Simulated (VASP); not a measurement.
# Cd2In (P4_2/mnm) in VASP: single point with PBE

Aim: the single point of Cd2In with PBE.

Everything below comes from runs of VASP 6.6.1. Logs are shortened: lines on timing, memory, paths and dates and some standing lists are left out, and cuts for length are marked.

## 1. The cell of the first run

Symmetry: P4_2/mnm, No. 136, tetragonal system. Conventional cell: a = 7.649 Å, b = 7.649 Å, c = 3.306 Å, α = 90.00°, β = 90.00°, γ = 90.00°. Cd (site symmetry m2m) has 3 In at 2.89 to 3.02 Å and 2 Cd at 3.31 Å within 3.8 Å. In (site symmetry mmm) has 6 Cd at 2.89 to 3.02 Å and 2 In at 3.31 Å within 3.8 Å.

## 2. Single point, PBE

INCAR

```
SYSTEM = Cd2In
  PREC = Accurate
  ENCUT = 520
  EDIFF = 1E-7
  ISMEAR = 0
  SIGMA = 0.1
  LREAL = .FALSE.
  LASPH = .TRUE.
  NELM = 60
  ALGO = Fast
  ISIF = 2
  LWAVE = .FALSE.
  LCHARG = .TRUE.
  GGA = PE
  LELF = .TRUE.
  LVHAR = .TRUE.
  NBANDS = 46
```

KPOINTS

```
regular mesh
0
G
  6 6 8
  0 0 0
```

POSCAR

```
Cd2In
1.0
    7.6487704469      0.0000000000      0.0000000000
    0.0000000000      7.6487704469      0.0000000000
    0.0000000000      0.0000000000      3.3056239040
Cd In
4 2
Direct
    0.2668322251      0.2668322251      0.0000000000
    0.2331677749      0.7668322251      0.5000000000
    0.7331677749      0.7331677749      0.0000000000
    0.7668322251      0.2331677749      0.5000000000
    0.0000000000      0.0000000000      0.0000000000
    0.5000000000      0.5000000000      0.5000000000
```

Potentials or basis: VASP PAW PBE potentials, release 64 (Cd, In_d).

Started as:

```sh
$ cat potpaw_PBE.64/Cd/POTCAR potpaw_PBE.64/In_d/POTCAR > POTCAR
$ mpirun -np 1 vasp_std > vasp.out
```

OUTCAR:

```text
SYSTEM = Cd2In
   PREC = Accurate
   ENCUT = 520
   EDIFF = 1E-7
   ISMEAR = 0
   LREAL = .FALSE.
   LASPH = .TRUE.
   NELM = 60
   ISIF = 2
   GGA = PE

 ion  position               nearest neighbor table
   1  0.267  0.267  0.000-   5 2.89   6 3.02   6 3.02
   2  0.233  0.767  0.500-   6 2.89   5 3.02   5 3.02
   3  0.733  0.733  0.000-   5 2.89   6 3.02   6 3.02
   4  0.767  0.233  0.500-   6 2.89   5 3.02   5 3.02
   5  0.000  0.000  0.000-   1 2.89   3 2.89   2 3.02   4 3.02   2 3.02   4 3.02
   6  0.500  0.500  0.500-   2 2.89   4 2.89   3 3.02   1 3.02   1 3.02   3 3.02

  LATTYP: Found a simple tetragonal cell.
 ALAT       =     7.6487704469
 C/A-ratio  =     0.4321771619

  Lattice vectors:

 A1 = (   7.6487704469,   0.0000000000,   0.0000000000)
 A2 = (   0.0000000000,   7.6487704469,   0.0000000000)
 A3 = (   0.0000000000,   0.0000000000,   3.3056239040)

Analysis of symmetry for initial positions (statically):
=====================================================================
 Subroutine PRICEL returns:
 Original cell was already a primitive cell.

 Routine SETGRP: Setting up the symmetry group for a
 simple tetragonal supercell.

 Subroutine GETGRP returns: Found 16 space group operations
 (whereof  8 operations were pure point group operations)
 out of a pool of 16 trial point group operations.

The static configuration has the point symmetry D_2h.
 The point group associated with its full space group is D_4h.

Analysis of symmetry for dynamics (positions and initial velocities):
=====================================================================
 Subroutine PRICEL returns:
 Original cell was already a primitive cell.

 Routine SETGRP: Setting up the symmetry group for a
 simple tetragonal supercell.

 Subroutine GETGRP returns: Found 16 space group operations
 (whereof  8 operations were pure point group operations)
 out of a pool of 16 trial point group operations.

The dynamic configuration has the point symmetry D_2h.
 The point group associated with its full space group is D_4h.

 Subroutine INISYM returns: Found 16 space group operations
 (whereof  8 operations are pure point group operations),
 and found     1 'primitive' translations

----------------------------------------------------------------------------------------

                                     Primitive cell

  volume of cell :     193.3912
[... 99 lines left out ...]
   EDIFFG = 0.1E-05   stopping-criterion for IOM
   NSW    =      0    number of steps for IOM
   IBRION =     -1    ionic relax: 0-MD 1-quasi-New 2-CG
   NFREE  =      0    steps in history (QN), initial steepest desc. (CG)
   ISIF   =      2    stress and relaxation
   ISYM   =      2    0-nonsym 1-usesym 2-fastsym
   POTIM  = 0.5000    time-step for ionic-motion
   TEBEG  =    0.0;   TEEND  =   0.0 temperature during run
   PSTRESS=    0.0 pullay stress
   NELECT =      74.0000    total number of electrons
   NUPDOWN=      -1.0000    fix difference up-down
   EMIN   =  10.00;   EMAX   =-10.00  energy-range for DOS
   EFERMI =   0.00;   METHOD = LEGACY
   ISMEAR =     0;   SIGMA  =   0.10  broadening in eV -4-tet -1-fermi 0-gaus
   EFERMI_NEDOS =   21; number of points for ismear=-14 and -15
   IALGO  =     68    algorithm
   IMIX   =      4    mixing-type and parameters
     AMIX     =   0.40;   BMIX     =  1.00
     AMIX_MAG =   1.60;   BMIX_MAG =  1.00
  volume/ion in A,a.u.               =      32.23       217.51
  Fermi-wavevector in a.u.,A,eV,Ry     =   1.188520  2.245977 19.219316  1.412580
  Thomas-Fermi vector in A             =   2.324648
   LORBIT       =      0    0 simple, 1 ext, 2 COOP (PROOUT), +10 PAW based schemes
   GGA     = PE    functional components
   LHFCALC =     F    Hartree Fock is set to
   AEXX    =    0.0000 exact exchange contribution
   IVDW    =     0    specifies the selected vdW correction
   LEPSILON=     F    determine dielectric tensor
   LRPA    =     F    only Hartree local field effects (RPA)
 non-spin polarized calculation
 RMM-DIIS sequential band-by-band and
 Gauss-broadening in eV      SIGMA  =   0.10
  energy-cutoff  :      520.00
  volume of cell :      193.39
 maximum number of plane-waves:      5264
 NGX is ok and might be reduce to    60
   NGX = 29   NGY = 29   NGZ = 13

 number of electron      73.9999959 magnetization

 Free energy of the ion-electron system (eV)
  ---------------------------------------------------
  ext. energy  EPLUGINS =         0.00000000
  ---------------------------------------------------
  free energy    TOTEN  =        -7.04579400 eV

  energy without entropy =       -7.03307108  energy(sigma->0) =       -7.03943254

 E-fermi :   2.2024     XC(G=0):  -8.8612

 val. band max:        2.1965728416   @ k =   0.3333   0.1667   0.3750
 cond. band min:       2.2195698181   @ k =   0.5000   0.0000   0.5000
 fundamental gap:      0.0229969765
 Fermi energy:         2.2023890192

 k-point     1 :       0.0000    0.0000    0.0000
  band No.  band energies     occupation
      1     -12.4538      2.00000
      2     -12.4361      2.00000
      3     -12.3255      2.00000
      4     -12.2974      2.00000
      5     -12.2442      2.00000
      6     -12.2359      2.00000
[... 1165 lines left out ...]
     45       7.0706      0.00000
     46       7.0982      0.00000

 [... further k-points ...]

------------------------ aborting loop because EDIFF is reached ----------------------------------------

  FORCE on cell =-STRESS in cart. coord.  units (eV):
  Direction    XX          YY          ZZ          XY          YZ          ZX
  --------------------------------------------------------------------------------------
  -------------------------------------------------------------------------------------
  Total        0.1016331      0.1016331      0.1011534      0.0000000      0.0000000      0.0000000
  in kB        0.8419943      0.8419943      0.8380201      0.0000000      0.0000000      0.0000000
  external PRESSURE =       0.8406696 kB  Pullay stress =       0.0000000 kB

 VOLUME and BASIS-vectors are now :
 -----------------------------------------------------------------------------
  energy-cutoff  :      520.00
  volume of cell :      193.39
      direct lattice vectors                 reciprocal lattice vectors
     7.648770447  0.000000000  0.000000000     0.130739968  0.000000000  0.000000000
     0.000000000  7.648770447  0.000000000     0.000000000  0.130739968  0.000000000
     0.000000000  0.000000000  3.305623904     0.000000000  0.000000000  0.302514753

 POSITION                                       TOTAL-FORCE (eV/Angst)
 -----------------------------------------------------------------------------------
      2.04094      2.04094      0.00000        -0.000159     -0.000159     -0.000000
      1.78345      5.86532      1.65281         0.000159     -0.000159     -0.000000
      5.60783      5.60783      0.00000         0.000159      0.000159      0.000000
      5.86532      1.78345      1.65281        -0.000159      0.000159     -0.000000
      0.00000      0.00000      0.00000         0.000000      0.000000     -0.000000
      3.82439      3.82439      1.65281         0.000000      0.000000     -0.000000
 -----------------------------------------------------------------------------------
    total drift:                               -0.000000      0.000000     -0.000000

  FREE ENERGIE OF THE ION-ELECTRON SYSTEM (eV)
  ---------------------------------------------------
  free  energy   TOTEN  =        -7.0457940035 eV

  energy  without entropy=       -7.0330710811  energy(sigma->0) =       -7.03943254
```

Wall time 4.1 min (1 thread of Intel Xeon 6975P-C (Granite Rapids), shared host); peak memory 0.54 GiB.

What came out:

```yaml
Free_energy: -7.0458 eV
Pressure: 0.1 GPa
Band_gap_on_the_k_mesh: zero (bands 37 and 38 overlap by 2.27 eV)
```

Caveat: spin-orbit coupling is left out, which moves the levels of the heavy elements.

The gap in the log of VASP goes by the Fermi energy; the results here count the filled bands.